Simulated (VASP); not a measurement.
# Re in VASP: notebook

The runs below take Re through relaxation of cell and atoms, single point, with PBE.

Everything below comes from runs of VASP 6.6.1. Logs are shortened: lines on timing, memory, paths and dates and some standing lists are left out, and cuts for length are marked.

## Step 1: The cell of the first run

The structure is monoclinic, space group C2/c (No. 15). The conventional cell has a = 2.590 Å, b = 7.541 Å, c = 3.120 Å, α = 90.00°, β = 92.02°, γ = 90.00°. Re (site symmetry 2) has 10 Re at 2.52 to 3.12 Å within 3.3 Å.

## Step 2: Relaxation of cell and atoms, PBE

The input, INCAR:

```
PREC     = Accurate       # precision mode
ENCUT    = 600            # plane-wave cutoff, eV
EDIFF    = 1E-7           # SCF threshold, eV
ISMEAR   = 0              # smearing method
SIGMA    = 0.1            # smearing width, eV
LREAL    = F              # projectors in reciprocal space
LASPH    = T              # aspherical terms in the spheres
NELM     = 100            # most SCF steps
ALGO     = Normal         # electronic algorithm
ISIF     = 3              # what is computed and relaxed
LWAVE    = F              # write WAVECAR
LCHARG   = F              # write CHGCAR
GGA      = PE             # functional
IBRION   = 2              # ionic algorithm
NSW      = 90             # ionic steps
EDIFFG   = -0.04          # ionic threshold
```

The input, KPOINTS:

```
regular mesh
0
Gamma
  8 8 6
```

The input, POSCAR:

```
Re
1.0
    1.2951377040     -3.7706955642      0.0000000000
    1.2951377040      3.7706955642      0.0000000000
   -0.1099883755      0.0000000000      3.1183788104
Re
2
Direct
    0.8690000000      0.1310000000      0.2500000000
    0.1310000000      0.8690000000      0.7500000000
```

Potentials or basis: VASP PAW PBE potentials, release 64 (Re).

Run with:

```
$ cat potpaw_PBE.64/Re/POTCAR > POTCAR
$ mpirun -np 1 vasp_std > vasp.out
```

OUTCAR:

```text
PREC = Accurate
   ENCUT = 600
   EDIFF = 1E-7
   ISMEAR = 0
   LREAL = F
   LASPH = T
   NELM = 100
   ISIF = 3
   GGA = PE
   IBRION = 2
   NSW = 90
   EDIFFG = -0.04

 ion  position               nearest neighbor table
   1  0.869  0.131  0.250-   2 2.52   2 2.52   2 2.68   2 2.68   2 2.73   2 2.73
   2  0.131  0.869  0.750-   1 2.52   1 2.52   1 2.68   1 2.68   1 2.73   1 2.73

  LATTYP: Found a base centered monoclinic cell.
 ALAT       =     2.5902754080
 B/A-ratio  =     2.9114244397
 C/A-ratio  =     1.2046278548
 COS(beta)  =    -0.0352490928

  Lattice vectors:

 A1 = (   1.2951377040,  -3.7706955642,   0.0000000000)
 A2 = (   1.2951377040,   3.7706955642,   0.0000000000)
 A3 = (  -0.1099883755,   0.0000000000,   3.1183788104)

Analysis of symmetry for initial positions (statically):
=====================================================================
 Subroutine PRICEL returns:
 Original cell was already a primitive cell.

 Routine SETGRP: Setting up the symmetry group for a
 base centered monoclinic supercell.

 Subroutine GETGRP returns: Found  4 space group operations
 (whereof  2 operations were pure point group operations)
 out of a pool of  4 trial point group operations.

The static configuration has the point symmetry S_2 .
 The point group associated with its full space group is C_2h.

Analysis of symmetry for dynamics (positions and initial velocities):
=====================================================================
 Subroutine PRICEL returns:
 Original cell was already a primitive cell.

 Routine SETGRP: Setting up the symmetry group for a
 base centered monoclinic supercell.

 Subroutine GETGRP returns: Found  4 space group operations
 (whereof  2 operations were pure point group operations)
 out of a pool of  4 trial point group operations.

The dynamic configuration has the point symmetry S_2 .
 The point group associated with its full space group is C_2h.

 Subroutine INISYM returns: Found  4 space group operations
 (whereof  2 operations are pure point group operations),
 and found     1 'primitive' translations

----------------------------------------------------------------------------------------

                                     Primitive cell

  volume of cell :      30.4576

[... 117 lines left out ...]
   LEPSILON=     F    determine dielectric tensor
   LRPA    =     F    only Hartree local field effects (RPA)
 conjugate gradient relaxation of ions
 non-spin polarized calculation
 Gauss-broadening in eV      SIGMA  =   0.10
  energy-cutoff  :      600.00
  volume of cell :       30.46
 maximum number of plane-waves:      1034
   NGX = 15   NGY = 15   NGZ = 13

--------------------------------------- Ionic step        1  -------------------------------------------

 number of electron      14.0000000 magnetization

 Free energy of the ion-electron system (eV)
  ---------------------------------------------------
  ext. energy  EPLUGINS =         0.00000000
  ---------------------------------------------------
  free energy    TOTEN  =       -23.18177594 eV

  energy without entropy =      -23.17122080  energy(sigma->0) =      -23.17649837

------------------------ aborting loop because EDIFF is reached ----------------------------------------

  FORCE on cell =-STRESS in cart. coord.  units (eV):
  Direction    XX          YY          ZZ          XY          YZ          ZX
  --------------------------------------------------------------------------------------
  -------------------------------------------------------------------------------------
  Total        7.1949017      5.4336163     -1.7964208      0.0000000      0.0000000      0.4136867
  in kB      378.4767130    285.8270125    -94.4979458      0.0000000      0.0000000     21.7613538
  external PRESSURE =     189.9352599 kB  Pullay stress =       0.0000000 kB
[... 89 lines left out ...]
  FREE ENERGIE OF THE ION-ELECTRON SYSTEM (eV)
  ---------------------------------------------------
  free  energy   TOTEN  =       -23.5292909421 eV

  energy  without entropy=      -23.5134586427  energy(sigma->0) =      -23.52137479

[... ionic steps 4 to 10 ...]

--------------------------------------- Ionic step       11  -------------------------------------------

 number of electron      14.0000000 magnetization

------------------------ aborting loop because EDIFF is reached ----------------------------------------
[... 67 lines left out ...]
--------------------------------------- Ionic step       13  -------------------------------------------

 number of electron      14.0000000 magnetization

 Free energy of the ion-electron system (eV)
  ---------------------------------------------------
  ext. energy  EPLUGINS =         0.00000000
  ---------------------------------------------------
  free energy    TOTEN  =       -23.90268329 eV

  energy without entropy =      -23.89054732  energy(sigma->0) =      -23.89661530

 E-fermi :   6.9319     XC(G=0): -13.1807

 val. band max:        6.9281398035   @ k =   0.5000   0.2500   0.0000
 cond. band min:       6.9378545784   @ k =  -0.1250   0.5000   0.3333
 fundamental gap:      0.0097147749
 Fermi energy:         6.9318912423

 k-point     1 :       0.0000    0.0000    0.0000
  band No.  band energies     occupation
      1      -2.3458      2.00000
      2       0.9046      2.00000
      3       2.3166      2.00000
      4       4.3345      2.00000
      5       4.9934      2.00000
      6       6.8324      1.84044
      7       7.3376      0.00000
      8       8.2147      0.00000
      9       8.7653      0.00000
     10      10.0471      0.00000
     11      10.2290      0.00000
[... 309 lines left out ...]
 k-point    24 :       0.2500    0.0000    0.1667
  band No.  band energies     occupation
      1       0.0574      2.00000
      2       2.4389      2.00000
      3       3.3001      2.00000
      4       3.8497      2.00000
      5       5.0699      2.00000
      6       5.7467      2.00000
      7       6.4024      2.00000
      8       7.3347      0.00000
      9       7.9997      0.00000
     10       8.9893      0.00000
     11      10.6833      0.00000

 [... further k-points ...]

------------------------ aborting loop because EDIFF is reached ----------------------------------------

  FORCE on cell =-STRESS in cart. coord.  units (eV):
  Direction    XX          YY          ZZ          XY          YZ          ZX
  --------------------------------------------------------------------------------------
  -------------------------------------------------------------------------------------
  Total       -0.0321037     -0.0705654     -0.0267457      0.0000000      0.0000000      0.0461451
  in kB       -1.6101738     -3.5392410     -1.3414443      0.0000000      0.0000000      2.3144262
  external PRESSURE =      -2.1636197 kB  Pullay stress =       0.0000000 kB
[... 17 lines left out ...]
  FREE ENERGIE OF THE ION-ELECTRON SYSTEM (eV)
  ---------------------------------------------------
  free  energy   TOTEN  =       -23.9026832880 eV

  energy  without entropy=      -23.8905473167  energy(sigma->0) =      -23.89661530

 reached required accuracy - stopping structural energy minimisation
```

Run time: 4.4 min. Hardware: 1 thread of AMD EPYC 9R45 (Zen 5), shared host; peak memory 0.18 GiB.

Results:

```
Free energy                            : -23.9027 eV
Relaxed volume                         : 15.97 Å³/atom
Relaxed cell                           : a = 4.301 Å, b = 4.301 Å, c = 2.782 Å, α = 90.27°, β = 90.27°, γ = 141.63°
Space group after relaxing (to 0.05 Å) : C2/c (No. 15)
Energy gained by relaxing              : 360.5 meV/atom
Ionic steps                            : 13
Pressure after relaxing                : -0.2 GPa
Largest force after relaxing           : 0.021 eV/Å
Band gap on the k mesh                 : zero (band 7 reaches 10.45 eV, above the bottom of band 8 at 6.13 eV)
```

Forces in eV/Å, atoms in the order of the input:
```
Re   0.000 -0.021  0.000
Re   0.000  0.021  0.000
```

Stress tensor (GPa, compression positive):
```
-0.16  0.00  0.23
 0.00 -0.35  0.00
 0.23  0.00 -0.13
```

The path:
| step | energy change (eV) | largest force (eV/Å) | pressure (GPa) | volume (Å³) |
| --- | --- | --- | --- | --- |
| 1 | 0.0000 | 0.5705 | 18.99 | 30.46 |
| 2 | 0.3382 | 0.9397 | -39.78 | 38.67 |
| 3 | -0.3475 | 0.7791 | -15.55 | 33.67 |
| 4 | -0.4068 | 0.2048 | 16.15 | 31.28 |
| 5 | -0.6825 | 0.8331 | -4.49 | 32.45 |
| 6 | -0.6726 | 0.5231 | 11.77 | 30.82 |
| 7 | -0.7160 | 0.2396 | 2.37 | 31.67 |
| 8 | -0.7136 | 0.1188 | -3.41 | 32.23 |
| 9 | -0.7200 | 0.0698 | -0.26 | 31.91 |
| 10 | -0.7207 | 0.0206 | 0.30 | 31.88 |
| 11 | -0.7208 | 0.0323 | 0.37 | 31.88 |
| 12 | -0.7209 | 0.0147 | -0.52 | 31.98 |
| 13 | -0.7209 | 0.0209 | -0.22 | 31.94 |

Final structure:
```cif
data_structure
_symmetry_space_group_name_H-M 'P 1'
_symmetry_Int_Tables_number 1
_cell_length_a 4.3013
_cell_length_b 4.3013
_cell_length_c 2.7819
_cell_angle_alpha 90.271
_cell_angle_beta 90.271
_cell_angle_gamma 141.632
_cell_volume 31.94
loop_
_atom_site_label
_atom_site_type_symbol
_atom_site_fract_x
_atom_site_fract_y
_atom_site_fract_z
_atom_site_occupancy
Re1 Re 0.86079 0.13921 0.25000 1
Re2 Re 0.13921 0.86079 0.75000 1
```

Levels at points of the mesh, in eV from the Fermi level:
| k point | band 5 | band 6 | band 7 | band 8 | band 9 | band 10 |
| --- | --- | --- | --- | --- | --- | --- |
| (0.00, 0.00, 0.00) | -1.94 | -0.10 | 0.41 | 1.28 | 1.83 | 3.12 |
| (0.50, 0.00, 0.00) | -1.45 | -1.25 | -0.96 | 0.28 | 2.00 | 4.00 |
| (0.50, 0.50, 0.00) | -2.51 | -1.55 | 0.64 | 0.71 | 1.31 | 1.49 |
| (0.00, 0.00, 0.50) | -1.82 | -1.82 | -0.80 | -0.80 | 3.71 | 3.71 |
| (0.50, 0.00, 0.50) | -0.12 | -0.04 | 2.10 | 2.18 | 4.37 | 4.44 |
| (0.50, 0.50, 0.50) | -0.72 | -0.72 | 0.52 | 0.52 | 1.80 | 1.80 |

Caveat: spin-orbit coupling is left out, which moves the levels of the heavy elements.

## Step 3: Single point, PBE

The input, INCAR:

```
SYSTEM = Re
  ALGO = Normal
  EDIFF = 1E-6
  ENCUT = 520
  GGA = PE
  ISIF = 2
  ISMEAR = 0
  LASPH = .True.
  LCHARG = .False.
  LREAL = .False.
  LWAVE = .False.
  NBANDS = 14
  NELM = 100
  PREC = Accurate
  SIGMA = 0.1
```

The input, KPOINTS:

```
k-points
0
Gamma
  8 8 6
  0 0 0
```

POSCAR is that of step 2.

Potentials or basis: VASP PAW PBE potentials, release 64 (Re).

Run with:

```
$ cat potpaw_PBE.64/Re/POTCAR > POTCAR
$ mpirun -np 1 vasp_std > vasp.out
```

It took 27 s on 1 thread of AMD EPYC 9R45 (Zen 5), shared host; peak memory 0.16 GiB.

Results (log left out):

* Free energy: -23.1804 eV
* Pressure: 18.9 GPa
* Largest force: 0.569 eV/Å
* Band gap on the k mesh: zero (band 7 reaches 9.80 eV, above the bottom of band 8 at 7.02 eV)

Forces in eV/Å, atoms in the order of the input:
```
Re   0.000  0.569  0.000
Re   0.000 -0.569  0.000
```

Stress tensor (GPa, compression positive):
```
37.72  0.00  2.17
 0.00 28.46  0.00
 2.17  0.00 -9.56
```

Levels at points of the mesh, in eV from the Fermi level:
```tsv
k point	band 5	band 6	band 7	band 8	band 9	band 10
(0.00, 0.00, 0.00)	-3.85	1.05	1.44	1.80	2.34	2.44
(0.50, 0.00, 0.00)	-3.20	-1.53	-0.18	0.08	0.37	3.51
(0.50, 0.50, 0.00)	-1.74	-1.62	-0.85	-0.35	-0.09	0.88
(0.00, 0.00, 0.50)	-1.81	-1.81	-0.90	-0.90	2.28	2.28
(0.50, 0.00, 0.50)	-0.67	-0.54	1.37	1.49	2.92	3.23
(0.50, 0.50, 0.50)	-0.74	-0.74	0.79	0.79	1.38	1.38
```

Caveat: spin-orbit coupling is left out, which moves the levels of the heavy elements.

## Step 4: Single point, PBE

This run uses another cell than the first one, of 15.97 Å³/atom, 1.048 times its volume.

The input, INCAR:

```
  PREC = Accurate
  ENCUT = 500
  EDIFF = 1E-6
  ISMEAR = 0
  SIGMA = 0.1
  LREAL = False
  LASPH = True
  NELM = 120
  ALGO = Normal
  ISIF = 2
  LWAVE = False
  LCHARG = False
  GGA = PE
  NBANDS = 22
  GGA_COMPAT = False
```

The input, KPOINTS:

```
regular mesh
0
Gamma
  6 6 6
```

The input, POSCAR:

```
Re
1.0
    1.4102428270     -4.0589727957      0.0000000000
    1.4102428270      4.0589727957      0.0000000000
    0.0000000000      0.0000000000      2.7892631128
Re
2
Direct
    0.8609927037      0.1390072963      0.2500000000
    0.1390072963      0.8609927037      0.7500000000
```

Potentials or basis: VASP PAW PBE potentials, release 64 (Re_sv_GW).

Run with:

```
$ cat potpaw_PBE.64/Re_sv_GW/POTCAR > POTCAR
$ mpirun -np 1 vasp_std > vasp.out
```

Wall time 20 s (1 thread of Intel Xeon Platinum 8488C (Sapphire Rapids), shared host); peak memory 0.17 GiB.

Results (log left out):

- Free energy: -27.1421 eV
- Pressure: -2.3 GPa
- Largest force: 0.006 eV/Å
- Band gap on the k mesh: zero (band 15 reaches 14.90 eV, above the bottom of band 16 at 10.88 eV)

Forces on the atoms (eV/Å):
```
Re   0.000 -0.006  0.000
Re   0.000  0.006  0.000
```

Levels at points of the mesh, in eV from the Fermi level:
```tsv
k point	band 13	band 14	band 15	band 16	band 17	band 18
(0.00, 0.00, 0.00)	-2.01	-0.10	0.43	1.25	1.82	3.09
(0.50, 0.00, 0.00)	-1.50	-1.26	-1.04	0.25	1.93	3.96
(0.50, 0.50, 0.00)	-2.53	-1.54	0.58	0.62	1.33	1.36
(0.00, 0.00, 0.50)	-1.80	-1.80	-0.86	-0.86	3.71	3.71
(0.50, 0.00, 0.50)	-0.12	-0.12	2.08	2.08	4.39	4.39
(0.50, 0.50, 0.50)	-0.70	-0.70	0.46	0.46	1.76	1.76
```

Caveat: the k points lie up to 0.39 Å⁻¹ apart; spin-orbit coupling is left out, which moves the levels of the heavy elements.

## Step 5: Overview

| task | potentials or basis | cell | k mesh | cutoff (eV) | second run | gap on the mesh (eV) | pressure (GPa) | largest force (eV/Å) |
| --- | --- | --- | --- | --- | --- | --- | --- | --- |
| relaxation of cell and atoms | VASP PAW PBE potentials, release 64 (Re) | relaxed from a = 3.987, b = 3.987, c = 3.120 Å, angles 90.7, 90.7, 142.1°, 2 atoms | 8 × 8 × 6 | 600 | - | none | -0.2 | 0.02 |
| single point | VASP PAW PBE potentials, release 64 (Re) | a = 3.987, b = 3.987, c = 3.120 Å, angles 90.7, 90.7, 142.1°, 2 atoms | 8 × 8 × 6 | 520 | - | none | 18.9 | 0.57 |
| single point | VASP PAW PBE potentials, release 64 (Re_sv_GW) | a = 4.297, b = 4.297, c = 2.789 Å, angles 90.0, 90.0, 141.7°, 2 atoms | 6 × 6 × 6 | 500 | valence_matched | none | -2.3 | 0.01 |

Alike in all rows: level PBE; no spin polarisation; smearing gaussian 0.1 eV.

Caveats: some runs use coarse meshes; spin-orbit coupling is left out, which moves the levels of the heavy elements.

Total energies depend on the potentials used, so only differences within one code and one set of settings carry meaning.
